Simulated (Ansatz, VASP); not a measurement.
# Two plane-wave programs on HfC

File INCAR:

```
ALGO     = Normal         # electronic algorithm
EDIFF    = 1E-6           # SCF threshold, eV
ENCUT    = 520            # plane-wave cutoff, eV
GGA      = PE             # functional
ISIF     = 2              # what is computed and relaxed
ISMEAR   = 0              # smearing method
LASPH    = T              # aspherical terms in the spheres
LCHARG   = T              # write CHGCAR
LELF     = T              # ELF
LREAL    = F              # projectors in reciprocal space
LVHAR    = T            
LWAVE    = F              # write WAVECAR
NBANDS   = 22             # bands
NELM     = 60             # most SCF steps
PREC     = Accurate       # precision mode
SIGMA    = 0.05           # smearing width, eV
```

File KPOINTS:

```
k-points
0
Gamma
  12 12 8
```

The input POSCAR:

```
HfC
1.0
    3.3359819957      0.0116938285     -0.0176447951
   -1.6578638454      2.9158603801     -0.0029410834
   -0.0276996576     -0.0213237215      5.2330634635
Hf C
2 2
Direct
    0.3265410770      0.6758146365      0.2553473623
    0.6738650019      0.3355775628      0.7500732325
   -0.0073296922     -0.0036531175      0.0039232736
    0.0069236133     -0.0077390818      0.4906561316
```

Input for Ansatz:

```yaml
crystal:
  lattice:
    - [3.3359819957, 0.0116938285, -0.0176447951]
    - [-1.6578638454, 2.9158603801, -0.0029410834]
    - [-0.0276996576, -0.0213237215, 5.2330634635]
  atoms:
    - { symbol: Hf, position: [0.326541077, 0.6758146365, 0.2553473623] }
    - { symbol: Hf, position: [0.6738650019, 0.3355775628, 0.7500732325] }
    - { symbol: C, position: [-0.0073296922, -0.0036531175, 0.0039232736] }
    - { symbol: C, position: [0.0069236133, -0.0077390818, 0.4906561316] }
basis:
  ecutwfc: 420
  ecutrho_ratio: 4
kpoints:
  mp_grid: { grid: [12, 12, 8] }
hamiltonian:
  xc: pbe
scf:
  occupations: { method: gaussian, width: 0.05 }
output:
  forces: true
  stress: true
  eigenvalues: true
```

Change from the starting cell: all atoms moved at random (sigma 0.03 Å), cell strained at random (1 %).

Alike in both runs: task single point; functional PBE; k mesh 12 × 12 × 8; occupations gaussian, width 0.05 eV; no spin polarisation.

|  | VASP | Ansatz |
| --- | --- | --- |
| version | VASP 6.6.1 | Ansatz 0.2.0 |
| potentials or method | VASP PAW PBE potentials, release 64 (Hf_pv, C), cutoff 520 eV | scalar-relativistic, plane waves, PAW |
| valence electrons in the cell | 28 | 60 |

Ansatz gave:

```
gap on the k mesh at the Fermi level (eV)                     : none
pressure (GPa)                                                : -2.9
traceless stress, the component that is largest in VASP (GPa) : -2.45
rms of the force components (eV/Å)                            : 0.537
```

Question: Estimate VASP's values.

Answer: gap on the k mesh at the Fermi level (eV): none; pressure (GPa): -3.6; traceless stress, the component that is largest in VASP (GPa): -2.47; rms of the force components (eV/Å): 0.538.

Atom by atom the forces differ by 0.002 eV/Å (rms over components). A gap of «none» marks a metal or a gap that the smearing closes. With one functional, cell and mesh, what is left measures potentials, basis and numerics. VASP's potentials hold 28 valence electrons a cell and Ansatz's 60, so a difference there can come from the potentials and not from the codes.

Spin-orbit coupling is off throughout.
